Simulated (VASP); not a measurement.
# Rh (Fm-3m) in VASP: settings compared, part 2 of 4

VASP 6.6.1. The steps go on from the part before.

### 4 Single point, revPBE

The input, INCAR:

```
PREC = Accurate
ENCUT = 520
EDIFF = 1E-6
ISMEAR = 1
SIGMA = 0.15
LREAL = False
LASPH = True
NELM = 60
ALGO = Normal
ISIF = 2
LWAVE = False
LCHARG = True
GGA = RE
LELF = True
LVHAR = True
NBANDS = 14
```

The input, KPOINTS:

```
regular mesh
0
Gamma
  14 14 14
```

The input, POSCAR:

```
Rh
1.0
    0.0000000000      1.8978500000      1.8978500000
    1.8978500000      0.0000000000      1.8978500000
    1.8978500000      1.8978500000      0.0000000000
Rh
1
Direct
    0.0000000000      0.0000000000      0.0000000000
```

Potentials or basis: VASP PAW PBE potentials, release 64 (Rh_pv).

Run with:

```
$ cat potpaw_PBE.64/Rh_pv/POTCAR > POTCAR
$ mpirun -np 1 vasp_std > vasp.out
```

OUTCAR:

```text
PREC = Accurate
   ENCUT = 520
   EDIFF = 1E-6
   ISMEAR = 1
   LREAL = False
   LASPH = True
   NELM = 60
   ISIF = 2
   GGA = RE

 ion  position               nearest neighbor table
   1  0.000  0.000  0.000-

  LATTYP: Found a face centered cubic cell.
 ALAT       =     3.7957000000

  Lattice vectors:

 A1 = (   0.0000000000,   1.8978500000,   1.8978500000)
 A2 = (   1.8978500000,   0.0000000000,   1.8978500000)
 A3 = (   1.8978500000,   1.8978500000,   0.0000000000)

Analysis of symmetry for initial positions (statically):
=====================================================================
 Subroutine PRICEL returns:
 Original cell was already a primitive cell.

 Routine SETGRP: Setting up the symmetry group for a
 face centered cubic supercell.

 Subroutine GETGRP returns: Found 48 space group operations
 (whereof 48 operations were pure point group operations)
 out of a pool of 48 trial point group operations.

The static configuration has the point symmetry O_h .

Analysis of symmetry for dynamics (positions and initial velocities):
=====================================================================
 Subroutine PRICEL returns:
 Original cell was already a primitive cell.

 Routine SETGRP: Setting up the symmetry group for a
 face centered cubic supercell.

 Subroutine GETGRP returns: Found 48 space group operations
 (whereof 48 operations were pure point group operations)
 out of a pool of 48 trial point group operations.

The dynamic configuration has the point symmetry O_h .

 Subroutine INISYM returns: Found 48 space group operations
 (whereof 48 operations are pure point group operations),
 and found     1 'primitive' translations

----------------------------------------------------------------------------------------

                                     Primitive cell

  volume of cell :      13.6715

  direct lattice vectors                    reciprocal lattice vectors
     0.000000000  1.897850000  1.897850000    -0.263456016  0.263456016  0.263456016
     1.897850000  0.000000000  1.897850000     0.263456016 -0.263456016  0.263456016
     1.897850000  1.897850000  0.000000000     0.263456016  0.263456016 -0.263456016

  length of vectors
     2.683965209  2.683965209  2.683965209     0.456319205  0.456319205  0.456319205

  position of ions in fractional coordinates (direct lattice)
     0.000000000  0.000000000  0.000000000

  ion indices of the primitive-cell ions
   primitive index   ion index
                 1           1

----------------------------------------------------------------------------------------

 KPOINTS: regular mesh

Automatic generation of k-mesh.
 Grid dimensions read from file:
 generate k-points for:   14   14   14

 Generating k-lattice:

  Cartesian coordinates                     Fractional coordinates (reciprocal lattice)
    -0.018818287  0.018818287  0.018818287     0.071428571  0.000000000  0.000000000
     0.018818287 -0.018818287  0.018818287     0.000000000  0.071428571  0.000000000
     0.018818287  0.018818287 -0.018818287     0.000000000  0.000000000  0.071428571

  Length of vectors
     0.032594229  0.032594229  0.032594229

  Shift w.r.t. Gamma in fractional coordinates (k-lattice)
     0.000000000  0.000000000  0.000000000

 Subroutine IBZKPT returns following result:
 ===========================================

 Found    104 irreducible k-points:

 Following reciprocal coordinates:
            Coordinates               Weight
  0.000000  0.000000  0.000000      1.000000
  0.071429  0.000000  0.000000      8.000000
  0.142857  0.000000  0.000000      8.000000
  0.214286  0.000000  0.000000      8.000000
  0.285714  0.000000  0.000000      8.000000
  0.357143  0.000000  0.000000      8.000000
[... 16 lines left out ...]
  0.214286  0.142857  0.000000     24.000000
  0.285714  0.142857  0.000000     24.000000
 [... further k-points ...]
   k-points           NKPTS =    104   k-points in BZ     NKDIM =    104   number of bands    NBANDS=     14
   number of dos      NEDOS =    301   number of ions     NIONS =      1
   total plane-waves  NPLWV =   8000
   dimension x,y,z NGX =    20 NGY =   20 NGZ =   20
   dimension x,y,z NGXF=    40 NGYF=   40 NGZF=   40
   ions per type =               1
   NGX,Y,Z   is equivalent  to a cutoff of  12.39, 12.39, 12.39 a.u.
   NGXF,Y,Z  is equivalent  to a cutoff of  24.78, 24.78, 24.78 a.u.
 SYSTEM =  unknown system
   PREC   = accura    normal or accurate (medium, high low for compatibility)
   ISTART =      0    job   : 0-new  1-cont  2-samecut
   ICHARG =      2    charge: 1-file 2-atom 10-const
   ISPIN  =      1    spin polarized calculation?
   LNONCOLLINEAR =      F non collinear calculations
   LSORBIT =      F    spin-orbit coupling
   LASPH  =      T    aspherical Exc in radial PAW
   ENCUT  =  520.0 eV  38.22 Ry    6.18 a.u.   4.99  4.99  4.99*2*pi/ulx,y,z
   NELM   =     60;   NELMIN=  2; NELMDL= -5     # of ELM steps
   EDIFF  = 0.1E-05   stopping-criterion for ELM
   LREAL  =      F    real-space projection
   EDIFFG = 0.1E-04   stopping-criterion for IOM
   NSW    =      0    number of steps for IOM
   IBRION =     -1    ionic relax: 0-MD 1-quasi-New 2-CG
   NFREE  =      0    steps in history (QN), initial steepest desc. (CG)
   ISIF   =      2    stress and relaxation
   ISYM   =      2    0-nonsym 1-usesym 2-fastsym
   POTIM  = 0.5000    time-step for ionic-motion
   TEBEG  =    0.0;   TEEND  =   0.0 temperature during run
   PSTRESS=    0.0 pullay stress
   NELECT =      15.0000    total number of electrons
   NUPDOWN=      -1.0000    fix difference up-down
   EMIN   =  10.00;   EMAX   =-10.00  energy-range for DOS
   EFERMI =   0.00;   METHOD = LEGACY
   ISMEAR =     1;   SIGMA  =   0.15  broadening in eV -4-tet -1-fermi 0-gaus
   EFERMI_NEDOS =   21; number of points for ismear=-14 and -15
   IALGO  =     38    algorithm
   IMIX   =      4    mixing-type and parameters
     AMIX     =   0.40;   BMIX     =  1.00
     AMIX_MAG =   1.60;   BMIX_MAG =  1.00
  volume/ion in A,a.u.               =      13.67        92.26
  Fermi-wavevector in a.u.,A,eV,Ry     =   1.688496  3.190795 38.790465  2.851019
  Thomas-Fermi vector in A             =   2.770792
   LORBIT       =      0    0 simple, 1 ext, 2 COOP (PROOUT), +10 PAW based schemes
   GGA     = RE    functional components
   LHFCALC =     F    Hartree Fock is set to
   AEXX    =    0.0000 exact exchange contribution
   IVDW    =     0    specifies the selected vdW correction
   LEPSILON=     F    determine dielectric tensor
   LRPA    =     F    only Hartree local field effects (RPA)
 non-spin polarized calculation
 Methfessel and Paxton  Order N= 1 SIGMA  =   0.15
  energy-cutoff  :      520.00
  volume of cell :       13.67
 maximum number of plane-waves:       378
   NGX =  9   NGY =  9   NGZ =  9

 number of electron      15.0000007 magnetization

 Free energy of the ion-electron system (eV)
  ---------------------------------------------------
  ext. energy  EPLUGINS =         0.00000000
  ---------------------------------------------------
  free energy    TOTEN  =        -6.73193476 eV

  energy without entropy =       -6.73125445  energy(sigma->0) =       -6.73170799

 E-fermi :  12.0429     XC(G=0): -13.9966

 val. band max:       12.0345125226   @ k =  -0.2857   0.3571   0.0714
 cond. band min:      12.0663283977   @ k =   0.3571   0.0714   0.0000
 fundamental gap:      0.0318158750
 Fermi energy:        12.0429293922

 k-point     1 :       0.0000    0.0000    0.0000
  band No.  band energies     occupation
      1     -34.3129      2.00000
      2     -34.3129      2.00000
      3     -34.3129      2.00000
      4       4.0943      2.00000
      5       8.9751      2.00000
      6       8.9751      2.00000
      7       8.9751      2.00000
      8      11.0730      2.00000
      9      11.0730      2.00000
     10      28.0663      0.00000
     11      32.6526      0.00000
     12      33.5724      0.00000
     13      33.5724      0.00000
     14      33.5724      0.00000
[... 375 lines left out ...]
 k-point    24 :       0.2857    0.1429    0.0000
  band No.  band energies     occupation
      1     -34.6873      2.00000
      2     -34.4167      2.00000
      3     -34.4086      2.00000
      4       6.3508      2.00000
      5       7.9597      2.00000
      6       9.3217      2.00000
      7       9.8878      2.00000
      8      11.1573      2.00000
      9      11.8042      2.04690
     10      28.0976      0.00000
     11      30.5074      0.00000
     12      32.6515      0.00000
     13      32.8218      0.00000
     14      34.0586      0.00000

 [... further k-points ...]

------------------------ aborting loop because EDIFF is reached ----------------------------------------

  FORCE on cell =-STRESS in cart. coord.  units (eV):
  Direction    XX          YY          ZZ          XY          YZ          ZX
  --------------------------------------------------------------------------------------
  -------------------------------------------------------------------------------------
  Total        0.9478760      0.9478760      0.9478760      0.0000000     -0.0000000      0.0000000
  in kB      111.0827052    111.0827052    111.0827052      0.0000000     -0.0000000      0.0000000
  external PRESSURE =     111.0827052 kB  Pullay stress =       0.0000000 kB

 VOLUME and BASIS-vectors are now :
 -----------------------------------------------------------------------------
  energy-cutoff  :      520.00
  volume of cell :       13.67
      direct lattice vectors                 reciprocal lattice vectors
     0.000000000  1.897850000  1.897850000    -0.263456016  0.263456016  0.263456016
     1.897850000  0.000000000  1.897850000     0.263456016 -0.263456016  0.263456016
     1.897850000  1.897850000  0.000000000     0.263456016  0.263456016 -0.263456016

 POSITION                                       TOTAL-FORCE (eV/Angst)
 -----------------------------------------------------------------------------------
      0.00000      0.00000      0.00000        -0.000000     -0.000000     -0.000000
 -----------------------------------------------------------------------------------
    total drift:                                0.000000      0.000000      0.000000

  FREE ENERGIE OF THE ION-ELECTRON SYSTEM (eV)
  ---------------------------------------------------
  free  energy   TOTEN  =        -6.7319347615 eV

  energy  without entropy=       -6.7312544475  energy(sigma->0) =       -6.73170799
```

Run time: 6.3 s. Hardware: 1 thread of Intel Xeon 6975P-C (Granite Rapids), shared host; peak memory 0.13 GiB.

Results:

| Property | Result |
| --- | --- |
| Free energy | -6.7319 eV |
| Pressure | 11.1 GPa |

Caveat: the PAW data sets were made with another functional, which shifts forces and pressure a little.

[end of part 2 of 4]
